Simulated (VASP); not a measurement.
A run of VASP 6.6.1:

File INCAR:

```
SYSTEM = Ga2Cu
PREC = Accurate ; ENCUT = 520
EDIFF = 1E-8 ; ISMEAR = -1
SIGMA = 0.08 ; LREAL = .False.
LASPH = .True. ; NELM = 60
ALGO = Normal ; ISIF = 2
LWAVE = .False. ; LCHARG = .False.
GGA = PS ; LEFG = .True.
NBANDS = 26
```

KPOINTS

```
regular mesh
0
Gamma
  14 14 7
  0 0 0
```

Contents of POSCAR:

```
Ga2Cu
1.0
    2.8672411128      0.0000000000      0.0000000000
    0.0000000000      2.8672411128      0.0000000000
    0.0000000000      0.0000000000      5.9158377589
Ga Cu
2 1
Direct
    0.5000000000      0.5000000000      0.2950000000
    0.5000000000      0.5000000000      0.7050000000
    0.0000000000      0.0000000000      0.0000000000
```

Potentials or basis: VASP PAW PBE potentials, release 64 (Ga_d, Cu).

Command:

```console
$ cat potpaw_PBE.64/Ga_d/POTCAR potpaw_PBE.64/Cu/POTCAR > POTCAR
$ mpirun -np 1 vasp_std > vasp.out
```

Hardware: 1 thread of Intel Xeon 8259CL (shared host).

Task: How long does it take, and how much memory?

Result: Run time: 4.6 min on 1 thread of Intel Xeon 8259CL, on a shared host, peak memory 0.3 GiB. Counts: scf iterations 17, k points 144.
